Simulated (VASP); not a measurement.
Wanted: the native input for a VASP 6.6.1 run.

| Property | Result |
| --- | --- |
| Task | single point |
| Functional | HSE06 |
| Potentials or basis | VASP PAW PBE potentials, release 64 (Al, N) |
| Cutoff | 520 eV |
| k mesh | 8 × 8 × 8 |
| Occupations | gaussian, width 0.01 eV |
| Spin | no spin polarisation |
| Dipole correction | no |
| Grid for exact exchange (PRECFOCK) | Normal |
| Further INCAR settings | ALGO = Normal; EDIFF = 1e-06; NBANDS = 11 |
| Share of exact exchange | 0.25 |
| Screening parameter | 0.2079 1/Å |

The system is AlN.

```
CELL_PARAMETERS angstrom
0.00000 2.08650 2.08650
2.08650 0.00000 2.08650
2.08650 2.08650 0.00000
ATOMIC_POSITIONS crystal
Al 0.00000 0.00000 0.00000
N 0.50000 0.50000 0.50000
```

This cell differs from its parent crystal: strain +3.4%.

One way to write it, as run:

POSCAR

```
AlN
1.0
    0.0000000000      2.0865005383      2.0865005383
    2.0865005383      0.0000000000      2.0865005383
    2.0865005383      2.0865005383      0.0000000000
Al N
1 1
Direct
    0.0000000000      0.0000000000      0.0000000000
    0.5000000000      0.5000000000      0.5000000000
```

INCAR.step1

```
SYSTEM = AlN
ALGO = Normal
EDIFF = 1E-5
ENCUT = 520
GGA = PE
ISIF = 2
ISMEAR = 0
LASPH = .True.
LCHARG = .False.
LREAL = .False.
LWAVE = .True.
NBANDS = 11
NELM = 80
PREC = Accurate
SIGMA = 0.01
```

INCAR.step2

```
SYSTEM = AlN
ALGO = Normal
EDIFF = 1E-6
ENCUT = 520
GGA = PE
HFSCREEN = 0.2079
ISIF = 2
ISMEAR = 0
ISTART = 1
LASPH = .True.
LCHARG = .False.
LHFCALC = .True.
LREAL = .False.
LWAVE = .False.
NBANDS = 11
NELM = 80
PREC = Accurate
PRECFOCK = Normal
SIGMA = 0.01
```

KPOINTS

```
k-points
0
Gamma
  8 8 8
  0 0 0
```

Potentials or basis: VASP PAW PBE potentials, release 64 (Al, N).

The run is started by

```sh
$ cat potpaw_PBE.64/Al/POTCAR potpaw_PBE.64/N/POTCAR > POTCAR
$ cp INCAR.step1 INCAR
$ mpirun -np 1 vasp_std > vasp.out
$ cp INCAR.step2 INCAR
$ mpirun -np 1 vasp_std > vasp.out
```

It gave:

| Quantity | Value |
| --- | --- |
| Pressure | -23.8 GPa |
| Band gap on the k mesh | 5.01 eV (least direct gap 5.76 eV) |

Caveat: the cell differs from its parent crystal (strain +3.4%); the cell stands under tension; the PAW data sets were made with another functional, which shifts forces and pressure a little.

It took 30 min on 1 thread of AMD EPYC 7R43 64-Core Processor (Zen 3), on a shared host, peak memory 0.22 GiB.
